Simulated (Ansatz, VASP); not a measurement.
**LiCl in VASP and in Ansatz**

```
Li Cl
1.0
     0.00000    2.48782    2.64170
     2.48782    0.00000    2.64170
     2.48782    2.48782    0.00000
Li Cl
1 1
Direct
  0.00000 0.00000 0.00000
  0.50000 0.50000 0.50000
```

Change from the starting cell: strain -0.030 along x and y, +0.030 along z, atoms carried along.

Alike in both runs: task single point; functional r2SCAN; k mesh 8 × 8 × 8; occupations gaussian, width 0.05 eV; no spin polarisation.

|  | VASP | Ansatz |
| --- | --- | --- |
| version | VASP 6.6.1 | Ansatz 0.2.0 |
| potentials or method | VASP PAW PBE potentials, release 64 (Li_sv, Cl), cutoff 520 eV | scalar-relativistic, plane waves, PAW |
| valence electrons in the cell | 10 | 10 |

VASP gave:

| Item | Value |
| --- | --- |
| gap on the k mesh at the Fermi level (eV) | 7.41 |
| least direct gap on the mesh (eV) | 7.41 |

Question: Which values does Ansatz return?

Answer: gap on the k mesh at the Fermi level (eV): 7.34; least direct gap on the mesh (eV): 7.34.

VASP's potentials were made for PBE, not for r2SCAN.

Noted on VASP's run: the cutoff is under 1.25 times that of the potentials, so the pressure is a little rough.
